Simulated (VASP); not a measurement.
Write the native input for VASP 6.6.1 that does the following.

* Task: single point
* Functional: r2SCAN
* Potentials or basis: VASP PAW PBE potentials, release 64 (Pt, Al)
* Cutoff: 520 eV
* k mesh: 8 × 8 × 8
* Occupations: fermi-dirac, width 0.05 eV
* Spin: no spin polarisation
* Dipole correction: no
* Further INCAR settings: ALGO = Normal; EDIFF = 1e-06; NBANDS = 15

The system is Al2Pt.

```xyz
3
Lattice="0.0000 2.9352 2.9352 2.9352 0.0000 2.9352 2.9352 2.9352 0.0000" Properties=species:S:1:pos:R:3 pbc="T T T"
Pt    0.0000    0.0000    0.0000
Al    4.4028    4.4028    4.4028
Al    1.4676    1.4676    1.4676
```

One way to write it, as run:

POSCAR

```
Al2Pt
1.0
    0.0000000000      2.9351671877      2.9351671877
    2.9351671877      0.0000000000      2.9351671877
    2.9351671877      2.9351671877      0.0000000000
Pt Al
1 2
Direct
    0.0000000000      0.0000000000      0.0000000000
    0.7500000000      0.7500000000      0.7500000000
    0.2500000000      0.2500000000      0.2500000000
```

INCAR.step1

```
ALGO = Normal ; EDIFF = 1E-4
ENCUT = 520 ; GGA = PE
ISMEAR = -1 ; LASPH = True
LCHARG = False ; LREAL = False
LWAVE = True ; NBANDS = 15
NELM = 80 ; PREC = Accurate
SIGMA = 0.05
```

INCAR.step2

```
ALGO = Normal ; EDIFF = 1E-6
ENCUT = 520 ; ISIF = 2
ISMEAR = -1 ; ISTART = 1
LASPH = True ; LCHARG = False
LMIXTAU = True ; LREAL = False
LWAVE = False ; METAGGA = R2SCAN
NBANDS = 15 ; NELM = 80
PREC = Accurate ; SIGMA = 0.05
```

KPOINTS

```
k-points
0
Gamma
  8 8 8
```

Potentials or basis: VASP PAW PBE potentials, release 64 (Pt, Al).

Launch:

```console
$ cat potpaw_PBE.64/Pt/POTCAR potpaw_PBE.64/Al/POTCAR > POTCAR
$ cp INCAR.step1 INCAR
$ mpirun -np 1 vasp_std > vasp.out
$ cp INCAR.step2 INCAR
$ mpirun -np 1 vasp_std > vasp.out
```

It gave:

| Item | Value |
| --- | --- |
| Pressure | 2.3 GPa |
| Band gap on the k mesh | zero (band 8 reaches 12.02 eV, above the bottom of band 9 at 6.28 eV) |

Caveat: the PAW data sets were made with another functional, which shifts forces and pressure a little; spin-orbit coupling is left out, which moves the levels of the heavy elements.

Run time: 110 s on 1 thread of Intel Xeon 8259CL, with other jobs on the host, peak memory 0.19 GiB.
